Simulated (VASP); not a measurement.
A run of VASP 6.6.1:

File INCAR:

```
  PREC = Accurate
  ENCUT = 500
  EDIFF = 1E-6
  ISMEAR = 0
  SIGMA = 0.15
  LREAL = F
  LASPH = T
  NELM = 120
  ALGO = Normal
  ISIF = 2
  LWAVE = F
  LCHARG = F
  GGA = PS
  NBANDS = 40
  GGA_COMPAT = F
```

KPOINTS

```
Automatic mesh
0
Gamma
  12 12 12
```

The input POSCAR:

```
BW2
1.0
   -2.8178463263      2.8178463263      2.4571619965
    2.8178463263     -2.8178463263      2.4571619965
    2.8178463263      2.8178463263     -2.4571619965
B W
2 4
Direct
    0.2500000000      0.2500000000      0.0000000000
    0.7500000000      0.7500000000      0.0000000000
    0.6699250788      0.1699250788      0.8398501576
    0.1699250788      0.3300749212      0.5000000000
    0.3300749212      0.8300749212      0.1601498424
    0.8300749212      0.6699250788      0.5000000000
```

Potentials or basis: VASP PAW PBE potentials, release 64 (B, W_sv).

The run is started by

```console
$ cat potpaw_PBE.64/B/POTCAR potpaw_PBE.64/W_sv/POTCAR > POTCAR
$ mpirun -np 1 vasp_std > vasp.out
```

Hardware: 1 thread of Oxide Virtual Turin-like Processor, on a shared host.

How long does it take, and how much memory?

Wall time 11 min on 1 thread of Oxide Virtual Turin-like Processor, on a shared host, peak memory 0.43 GiB. Counts: scf iterations 13, k points 163.
